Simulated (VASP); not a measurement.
Here is a VASP 6.6.1 calculation.

File INCAR:

```
PREC     = Accurate       # precision mode
ENCUT    = 520            # plane-wave cutoff, eV
EDIFF    = 1E-7           # SCF threshold, eV
ISMEAR   = 0              # smearing method
SIGMA    = 0.02           # smearing width, eV
LREAL    = F              # projectors in reciprocal space
LASPH    = T              # aspherical terms in the spheres
NELM     = 100            # most SCF steps
ALGO     = Normal         # electronic algorithm
ISIF     = 2              # what is computed and relaxed
LWAVE    = F              # write WAVECAR
LCHARG   = T              # write CHGCAR
GGA      = PE             # functional
LELF     = T              # ELF
LVHAR    = T            
NBANDS   = 16             # bands
```

KPOINTS

```
Automatic mesh
0
Gamma
  9 9 6
```

File POSCAR:

```
MgO
1.0
    3.4082214368      0.0000000000      0.0000000000
   -1.7041107184      2.9516063460      0.0000000000
    0.0000000000      0.0000000000      4.1152005406
Mg O
2 2
Direct
    0.6666666667      0.3333333333      0.7500000000
    0.3333333333      0.6666666667      0.2500000000
    0.6666666667      0.3333333333      0.2500000000
    0.3333333333      0.6666666667      0.7500000000
```

Potentials or basis: VASP PAW PBE potentials, release 64 (Mg, O).

Run with:

```bash
$ cat potpaw_PBE.64/Mg/POTCAR potpaw_PBE.64/O/POTCAR > POTCAR
$ mpirun -np 1 vasp_std > vasp.out
```

Predict the band gap on the k mesh.

3.75 eV, direct.

Estimate the pressure.

13.8 GPa.

Stress tensor (GPa, compression positive):
```
13.82  0.00  0.00
 0.00 13.82  0.00
 0.00  0.00 13.64
```
